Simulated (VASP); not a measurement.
A run of VASP 6.6.1 is set up as follows.

The input POSCAR:

```
SrO
1.0
    0.0000000000      2.8558600240      2.8558600240
    2.8558600240      0.0000000000      2.8558600240
    2.8558600240      2.8558600240      0.0000000000
Sr O
1 1
Direct
    0.0000000000      0.0000000000      0.0000000000
    0.2500000000      0.2500000000      0.2500000000
```

Contents of INCAR.step1:

```
SYSTEM = SrO
PREC = Accurate
ENCUT = 520
ISMEAR = 0
SIGMA = 0.05
LREAL = .False.
LASPH = .True.
NELM = 100
NBANDS = 15
GGA = PE
ALGO = Normal
EDIFF = 1E-4
LWAVE = .True.
LCHARG = .False.
```

INCAR.step2

```
SYSTEM = SrO
PREC = Accurate
ENCUT = 520
EDIFF = 1E-7
ISMEAR = 0
SIGMA = 0.05
LREAL = .False.
LASPH = .True.
NELM = 100
ALGO = Normal
ISIF = 2
LWAVE = .False.
LCHARG = .False.
METAGGA = R2SCAN
LMIXTAU = .True.
NBANDS = 15
ISTART = 1
```

File KPOINTS:

```
regular mesh
0
Gamma
  8 8 8
  0 0 0
```

Potentials or basis: VASP PAW PBE potentials, release 64 (Sr_sv, O).

Run with:

```sh
$ cat potpaw_PBE.64/Sr_sv/POTCAR potpaw_PBE.64/O/POTCAR > POTCAR
$ cp INCAR.step1 INCAR
$ mpirun -np 1 vasp_std > vasp.out
$ cp INCAR.step2 INCAR
$ mpirun -np 1 vasp_std > vasp.out
```

Predict the pressure.

-3.5 GPa.

Estimate the band gap on the k mesh.

2.72 eV, indirect (least direct gap 3.43 eV).

Caveat: the PAW data sets were made with another functional, which shifts forces and pressure a little. A k mesh can miss the band edges.
